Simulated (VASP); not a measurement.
CdPd:

```
Cd Pd
1.0
     3.06259    0.00000    0.00000
     0.00000    3.06259    0.00000
     0.00000    0.00000    3.72270
Cd Pd
1 1
Cartesian
  0.0000 0.0000 0.0000
  1.5313 1.5313 1.8614
```

| Quantity | Value |
| --- | --- |
| Program | VASP 6.6.1 |
| Task | relaxation of cell and atoms |
| Functional | LDA |
| Potentials or basis | VASP PAW LDA potentials, release 64 (Cd_sv_GW, Pd_sv_GW) |
| Cutoff | 540 eV |
| k mesh | 14 × 14 × 12 |
| Occupations | gaussian, width 0.1 eV |
| Spin | no spin polarisation |

At the start: pressure -13.5 GPa; volume 17.46 Å³/atom.

Task: How do energy, volume and symmetry change on relaxing?

Result: Over 10 steps the energy falls by 77.3 meV/atom and the volume is 15.81 Å³/atom (-9.5 %); space group P4/mmm (No. 123, to 0.1 Å) before and after.

Step by step:
```csv
step,energy change (eV),largest force (eV/Å),pressure (GPa),volume (Å³)
1,0.0000,0.0000,-13.52,34.92
2,0.1332,0.0000,28.72,27.99
3,-0.1544,0.0000,-0.50,31.70
4,-0.1546,0.0000,-0.10,31.62
5,-0.1545,0.0000,0.25,31.56
6,-0.1546,0.0000,-0.29,31.66
7,-0.1546,0.0000,-0.07,31.62
8,-0.1546,0.0000,-0.06,31.62
9,-0.1546,0.0000,-0.03,31.61
10,-0.1546,0.0000,-0.01,31.61
```

Final structure:
```
Cd Pd
1.0
     2.95779    0.00000    0.00000
     0.00000    2.95779    0.00000
     0.00000    0.00000    3.61329
Cd Pd
1 1
Direct
  0.00000 0.00000 0.00000
  0.50000 0.50000 0.50000
```
